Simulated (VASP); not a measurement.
# RbCl (Fm-3m) in VASP: G0W0 quasiparticle levels with PBE

Aim: the G0W0 quasiparticle levels of RbCl with PBE.

All numbers are computed with VASP 6.6.1; they aren't measurements. Logs are shortened: lines on timing, memory, paths and dates and some standing lists are left out, and cuts for length are marked.

## 1. The cell of the first run

It takes space group Fm-3m (No. 225, cubic). Conventional cell: a = 6.281 Å, b = 6.281 Å, c = 6.281 Å, α = 90.00°, β = 90.00°, γ = 90.00°. Rb (site symmetry m-3m) has 6 Cl at 3.14 Å within 4.1 Å. Within 4.1 Å of Cl (site symmetry m-3m) lie 6 Rb at 3.14 Å.

## 2. G0W0 quasiparticle levels, PBE

File POSCAR:

```
RbCl
1.0
    0.0000000000      3.1405221776      3.1405221776
    3.1405221776      0.0000000000      3.1405221776
    3.1405221776      3.1405221776      0.0000000000
Rb Cl
1 1
Direct
    0.0000000000      0.0000000000      0.0000000000
    0.5000000000      0.5000000000      0.5000000000
```

File INCAR.step1:

```
SYSTEM = RbCl
PREC     = Accurate       ! precision mode
ENCUT    = 500            ! plane-wave cutoff, eV
EDIFF    = 1E-8           ! SCF threshold, eV
ISMEAR   = 0              ! smearing method
SIGMA    = 0.01           ! smearing width, eV
LREAL    = .FALSE.        ! projectors in reciprocal space
LASPH    = .TRUE.         ! aspherical terms in the spheres
NELM     = 60             ! most SCF steps
ALGO     = Normal         ! electronic algorithm
LWAVE    = .TRUE.         ! write WAVECAR
LCHARG   = .FALSE.        ! write CHGCAR
GGA      = PE             ! functional
```

File INCAR.step2:

```
SYSTEM = RbCl
PREC     = Accurate       ! precision mode
ENCUT    = 500            ! plane-wave cutoff, eV
EDIFF    = 1E-8           ! SCF threshold, eV
ISMEAR   = 0              ! smearing method
SIGMA    = 0.01           ! smearing width, eV
LREAL    = .FALSE.        ! projectors in reciprocal space
LASPH    = .TRUE.         ! aspherical terms in the spheres
NELM     = 1              ! most SCF steps
ALGO     = Exact          ! electronic algorithm
LWAVE    = .TRUE.         ! write WAVECAR
LCHARG   = .FALSE.        ! write CHGCAR
GGA      = PE             ! functional
NBANDS   = 266            ! bands
LOPTICS  = .TRUE.         ! frequency-dependent dielectric function
ISTART   = 1
```

File INCAR.step3:

```
SYSTEM = RbCl
PREC     = Accurate       ! precision mode
ENCUT    = 500            ! plane-wave cutoff, eV
EDIFF    = 1E-8           ! SCF threshold, eV
ISMEAR   = 0              ! smearing method
SIGMA    = 0.01           ! smearing width, eV
LREAL    = .FALSE.        ! projectors in reciprocal space
LASPH    = .TRUE.         ! aspherical terms in the spheres
ALGO     = EVGW0          ! electronic algorithm
LWAVE    = .FALSE.        ! write WAVECAR
LCHARG   = .FALSE.        ! write CHGCAR
GGA      = PE             ! functional
NELMGW   = 1            
NBANDS   = 266            ! bands
ENCUTGW  = 150.0          ! cutoff of the response function
NOMEGA   = 48             ! frequency points
PRECFOCK = Fast         
ISTART   = 1            
NBANDSGW = 16
```

File KPOINTS:

```
regular mesh
0
G
  4 4 4
  0 0 0
```

Potentials or basis: VASP PAW PBE potentials, release 64 (Rb_sv_GW, Cl_GW).

Launch:

```console
> cat potpaw_PBE.64/Rb_sv_GW/POTCAR potpaw_PBE.64/Cl_GW/POTCAR > POTCAR
> cp INCAR.step1 INCAR
> mpirun -np 1 vasp_std > vasp.out
> cp INCAR.step2 INCAR
> mpirun -np 1 vasp_std > vasp.out
> cp INCAR.step3 INCAR
> mpirun -np 1 vasp_std > vasp.out
```

OUTCAR:

```text
SYSTEM = RbCl
   PREC = Accurate
   ENCUT = 500
   EDIFF = 1E-8
   ISMEAR = 0
   LREAL = .FALSE.
   LASPH = .TRUE.
   GGA = PE
   NELMGW = 1
   ENCUTGW = 150.0
   PRECFOCK = Fast
   ISTART = 1

 ion  position               nearest neighbor table
   1  0.000  0.000  0.000-
   2  0.500  0.500  0.500-

  LATTYP: Found a face centered cubic cell.
 ALAT       =     6.2810443552

  Lattice vectors:

 A1 = (   0.0000000000,   3.1405221776,   3.1405221776)
 A2 = (   3.1405221776,   0.0000000000,   3.1405221776)
 A3 = (   3.1405221776,   3.1405221776,   0.0000000000)

Analysis of symmetry for initial positions (statically):
=====================================================================
 Subroutine PRICEL returns:
 Original cell was already a primitive cell.

 Routine SETGRP: Setting up the symmetry group for a
 face centered cubic supercell.

 Subroutine GETGRP returns: Found 48 space group operations
 (whereof 48 operations were pure point group operations)
 out of a pool of 48 trial point group operations.

The static configuration has the point symmetry O_h .

Analysis of symmetry for dynamics (positions and initial velocities):
=====================================================================
 Subroutine PRICEL returns:
 Original cell was already a primitive cell.

 Routine SETGRP: Setting up the symmetry group for a
 face centered cubic supercell.

 Subroutine GETGRP returns: Found 48 space group operations
 (whereof 48 operations were pure point group operations)
 out of a pool of 48 trial point group operations.

The dynamic configuration has the point symmetry O_h .

 Subroutine INISYM returns: Found 48 space group operations
 (whereof 48 operations are pure point group operations),
 and found     1 'primitive' translations

----------------------------------------------------------------------------------------

                                     Primitive cell

  volume of cell :      61.9492

  direct lattice vectors                    reciprocal lattice vectors
     0.000000000  3.140522178  3.140522178    -0.159209193  0.159209193  0.159209193
     3.140522178  0.000000000  3.140522178     0.159209193 -0.159209193  0.159209193
     3.140522178  3.140522178  0.000000000     0.159209193  0.159209193 -0.159209193

  length of vectors
     4.441369056  4.441369056  4.441369056     0.275758410  0.275758410  0.275758410

  position of ions in fractional coordinates (direct lattice)
     0.000000000  0.000000000  0.000000000
     0.500000000  0.500000000  0.500000000

  ion indices of the primitive-cell ions
   primitive index   ion index
                 1           1
                 2           2

----------------------------------------------------------------------------------------

 KPOINTS: regular mesh

Automatic generation of k-mesh.
 Grid dimensions read from file:
 generate k-points for:    4    4    4

 Generating k-lattice:

  Cartesian coordinates                     Fractional coordinates (reciprocal lattice)
    -0.039802298  0.039802298  0.039802298     0.250000000  0.000000000  0.000000000
     0.039802298 -0.039802298  0.039802298     0.000000000  0.250000000  0.000000000
     0.039802298  0.039802298 -0.039802298     0.000000000  0.000000000  0.250000000

  Length of vectors
     0.068939603  0.068939603  0.068939603

  Shift w.r.t. Gamma in fractional coordinates (k-lattice)
     0.000000000  0.000000000  0.000000000

 Subroutine IBZKPT returns following result:
 ===========================================

 Found      8 irreducible k-points:

 Following reciprocal coordinates:
            Coordinates               Weight
  0.000000  0.000000  0.000000      1.000000
  0.250000  0.000000  0.000000      8.000000
  0.500000  0.000000  0.000000      4.000000
  0.250000  0.250000  0.000000      6.000000
  0.500000  0.250000  0.000000     24.000000
 -0.250000  0.250000  0.000000     12.000000
  0.500000  0.500000  0.000000      3.000000
 -0.250000  0.500000  0.250000      6.000000
   k-points           NKPTS =      8   k-points in BZ     NKDIM =     64   number of bands    NBANDS=    266
   number of dos      NEDOS =    301   number of ions     NIONS =      2
   total plane-waves  NPLWV =  32768
   dimension x,y,z NGX =    32 NGY =   32 NGZ =   32
   dimension x,y,z NGXF=    64 NGYF=   64 NGZF=   64
   ions per type =               1   1
   NGX,Y,Z   is equivalent  to a cutoff of  11.98, 11.98, 11.98 a.u.
   NGXF,Y,Z  is equivalent  to a cutoff of  23.96, 23.96, 23.96 a.u.
 SYSTEM =  RbCl
   PREC   = accura    normal or accurate (medium, high low for compatibility)
   ISTART =      1    job   : 0-new  1-cont  2-samecut
   ICHARG =      0    charge: 1-file 2-atom 10-const
   ISPIN  =      1    spin polarized calculation?
   LNONCOLLINEAR =      F non collinear calculations
   LSORBIT =      F    spin-orbit coupling
   LASPH  =      T    aspherical Exc in radial PAW
   ENCUT  =  500.0 eV  36.75 Ry    6.06 a.u.   8.10  8.10  8.10*2*pi/ulx,y,z
   NELM   =     60;   NELMIN=  2; NELMDL=  0     # of ELM steps
   EDIFF  = 0.1E-07   stopping-criterion for ELM
   LREAL  =      F    real-space projection
   EDIFFG = 0.1E-06   stopping-criterion for IOM
   NSW    =      0    number of steps for IOM
   IBRION =     -1    ionic relax: 0-MD 1-quasi-New 2-CG
   NFREE  =      0    steps in history (QN), initial steepest desc. (CG)
   ISIF   =      0    stress and relaxation
   ISYM   =      3    0-nonsym 1-usesym 2-fastsym
   POTIM  = 0.5000    time-step for ionic-motion
   TEBEG  =    0.0;   TEEND  =   0.0 temperature during run
   PSTRESS=    0.0 pullay stress
   NELECT =      16.0000    total number of electrons
   NUPDOWN=      -1.0000    fix difference up-down
   EMIN   =  10.00;   EMAX   =-10.00  energy-range for DOS
   EFERMI =   0.00;   METHOD = LEGACY
   ISMEAR =     0;   SIGMA  =   0.01  broadening in eV -4-tet -1-fermi 0-gaus
   EFERMI_NEDOS =   21; number of points for ismear=-14 and -15
   IALGO  =     38    algorithm
   IMIX   =      4    mixing-type and parameters
     AMIX     =   0.40;   BMIX     =  1.00
     AMIX_MAG =   1.60;   BMIX_MAG =  1.00
  volume/ion in A,a.u.               =      30.97       209.03
  Fermi-wavevector in a.u.,A,eV,Ry     =   1.042565  1.970161 14.788729  1.086941
  Thomas-Fermi vector in A             =   2.177235
   LORBIT       =      0    0 simple, 1 ext, 2 COOP (PROOUT), +10 PAW based schemes
   GGA     = PE    functional components
   LHFCALC =     T    Hartree Fock is set to
   PRECFOCK=fast      Normal, Fast or Accurate (Low or Medium for compatibility)
   ENCUT4O =  -1.0   cutoff for four orbital integrals eV
   NKREDX  =     1    reduce k-point grid by
   NKREDY  =     1    reduce k-point grid by
   NKREDZ  =     1    reduce k-point grid by
   AEXX    =    1.0000 exact exchange contribution
   HFSCREEN=    0.0000 screening length (either q_TF or 0.3 A-1)
   HFSCREENC=   0.0000 screening length for correlation (either q_TF or 0.3 A-1)
   ENCUTFOCK=  -1.0 apply spherical cutoff to Coloumb kernel
   IVDW    =     0    specifies the selected vdW correction
   LEPSILON=     F    determine dielectric tensor
   LRPA    =     F    only Hartree local field effects (RPA)
   LRPAFORCE           =     F    calculate RPA forces
   ENCUTGW             = 150.0    cutoff for response function in eV
   ENCUTGWSOFT         = 120.0    soft cutoff for Coulomb kernel in GW response function in eV
   ENCUTLF             =  -1.0    cutoff for local field effects
   NELMGW              =     1    number of iterations in solving QP/BSE equation
   NELMHF              =     1    number of iterations in the inner HF iteration
   NKREDLFX            =     1    NKREDLFY  =   1   NKREDLFZ  =   1
 non-spin polarized calculation
 Gauss-broadening in eV      SIGMA  =   0.01
  energy-cutoff  :      500.00
  volume of cell :       61.95
 maximum number of plane-waves:      1591
  NGX = 18; NGY = 18; NGZ = 18
   NGX = 17   NGY = 17   NGZ = 17
 maximum number of plane-waves:       268
 NGX is ok and might be reduce to    18

 QP shifts <psi_nk| G(iteration)W_0 |psi_nk>: iteration 1
 for sc-GW calculations column KS-energies equals QP-energies in previous step
 and V_xc(KS)=  KS-energies - (<T + V_ion + V_H > + <T+V_H+V_ion>^1  + <V_x>^1)

 k-point   1 :       0.0000    0.0000    0.0000
  band No.  KS-energies  QP-energies   sigma(KS)   V_xc(KS)     V^pw_x(r,r')   Z            occupation Imag(sigma)

      1     -24.2258     -26.0435     -19.0582     -16.4523     -26.9191       0.6975       2.0000       1.1019
      2     -12.7443     -14.3057     -17.3760     -15.2567     -24.4262       0.7368       2.0000       1.2919
      3      -8.2679     -11.0837     -18.6440     -15.2096     -20.9574       0.8199       2.0000       0.1097
      4      -8.2679     -11.0837     -18.6440     -15.2096     -20.9574       0.8199       2.0000       0.1097
      5      -8.2679     -11.0837     -18.6440     -15.2096     -20.9574       0.8199       2.0000       0.1097
      6      -0.6035      -2.6131     -16.7971     -14.2758     -18.7113       0.7970       2.0000       0.0882
[... 8 lines left out ...]
     15      11.8661      12.0107      -4.3956      -4.5704      -0.8136       0.8276       0.0000      -0.1743
     16      17.1649      19.2690     -10.1094     -12.7163      -5.5274       0.8071       0.0000      -0.2478

 k-point   2 :       0.2500    0.0000    0.0000
  band No.  KS-energies  QP-energies   sigma(KS)   V_xc(KS)     V^pw_x(r,r')   Z            occupation Imag(sigma)

      1     -24.2093     -26.0244     -19.0765     -16.4750     -26.9331       0.6977       2.0000       1.0928
      2     -12.8088     -14.4076     -17.3394     -15.1732     -24.3258       0.7380       2.0000       1.2727
      3      -8.2746     -11.0931     -18.6286     -15.1940     -20.9290       0.8206       2.0000       0.1065
      4      -8.2746     -11.0931     -18.6286     -15.1940     -20.9290       0.8206       2.0000       0.1065
      5      -8.2286     -10.9938     -18.6264     -15.2464     -20.9880       0.8181       2.0000       0.1158
      6      -1.2110      -3.2917     -15.8580     -13.2411     -17.7780       0.7951       2.0000       0.0909
[... 8 lines left out ...]
     15      13.8910      15.0578      -7.1222      -8.5229      -3.2123       0.8330       0.0000      -0.1927
     16      14.6254      15.2988      -5.9024      -6.6952      -2.0099       0.8494       0.0000      -0.2873

 k-point   3 :       0.5000    0.0000    0.0000
  band No.  KS-energies  QP-energies   sigma(KS)   V_xc(KS)     V^pw_x(r,r')   Z            occupation Imag(sigma)

      1     -24.1928     -26.0080     -19.0949     -16.4982     -26.9475       0.6990       2.0000       1.0835
      2     -12.8723     -14.5044     -17.3037     -15.0924     -24.2292       0.7381       2.0000       1.2545
      3      -8.2810     -11.0989     -18.6140     -15.1795     -20.9014       0.8204       2.0000       0.1030
      4      -8.2810     -11.0989     -18.6140     -15.1795     -20.9014       0.8204       2.0000       0.1030
      5      -8.1902     -10.9080     -18.6087     -15.2819     -21.0159       0.8170       2.0000       0.1212
      6      -1.6924      -3.8494     -15.3417     -12.6262     -17.3269       0.7943       2.0000       0.0972
[... 74 lines left out ...]
      1     -24.1842     -26.0061     -19.1054     -16.5102     -26.9558       0.7021       2.0000       1.0872
      2     -12.6892     -14.2368     -17.4367     -15.3423     -24.4936       0.7389       2.0000       1.2819
      3      -8.6997     -11.5482     -18.0215     -14.5253     -20.4523       0.8147       2.0000       0.1449
      4      -8.4368     -11.2572     -18.4149     -14.9559     -20.7751       0.8154       2.0000       0.1224
      5      -8.4368     -11.2572     -18.4149     -14.9559     -20.7751       0.8154       2.0000       0.1224
      6      -0.8747      -2.9441     -16.5955     -14.0061     -18.5032       0.7992       2.0000       0.0886
[... 8 lines left out ...]
     15      11.7703      13.4655      -8.3795     -10.4079      -4.5994       0.8357       0.0000      -0.1108
     16      14.0891      14.9041      -7.0769      -8.0711      -2.9551       0.8198       0.0000      -0.2483

 k-point   8 :      -0.2500    0.5000    0.2500
  band No.  KS-energies  QP-energies   sigma(KS)   V_xc(KS)     V^pw_x(r,r')   Z            occupation Imag(sigma)

      1     -24.1836     -26.0069     -19.1057     -16.5110     -26.9561       0.7027       2.0000       1.0848
      2     -12.7457     -14.3301     -17.3984     -15.2660     -24.4100       0.7430       2.0000       1.2717
      3      -8.5697     -11.4006     -18.2093     -14.7327     -20.6039       0.8143       2.0000       0.1331
      4      -8.5697     -11.4006     -18.2093     -14.7327     -20.6039       0.8143       2.0000       0.1331
      5      -8.2314     -11.0156     -18.6476     -15.2507     -20.9760       0.8197       2.0000       0.1091
      6      -1.1906      -3.2746     -16.1237     -13.4963     -18.1027       0.7932       2.0000       0.0931
[... 8 lines left out ...]
     15      12.4340      13.8044      -8.2899      -9.9412      -4.4835       0.8299       0.0000      -0.1128
     16      13.0741      14.0746      -7.3527      -8.5767      -3.3734       0.8174       0.0000      -0.1841
```

It took 4.5 min on 1 thread of Intel Xeon 6975P-C (Granite Rapids), shared host; peak memory 0.74 GiB.

What came out:

| Item | Value |
| --- | --- |
| Quasiparticle gap | 8.11 eV |
| Least direct quasiparticle gap | 8.11 eV |
| Band gap of the starting levels on the mesh | 5.48 eV |
| Least direct gap of the starting levels on the mesh | 5.48 eV |

Caveat: the k points lie up to 0.43 Å⁻¹ apart; bands, screening cutoff and mesh are small and nothing is extrapolated, so the quasiparticle values aren't converged.
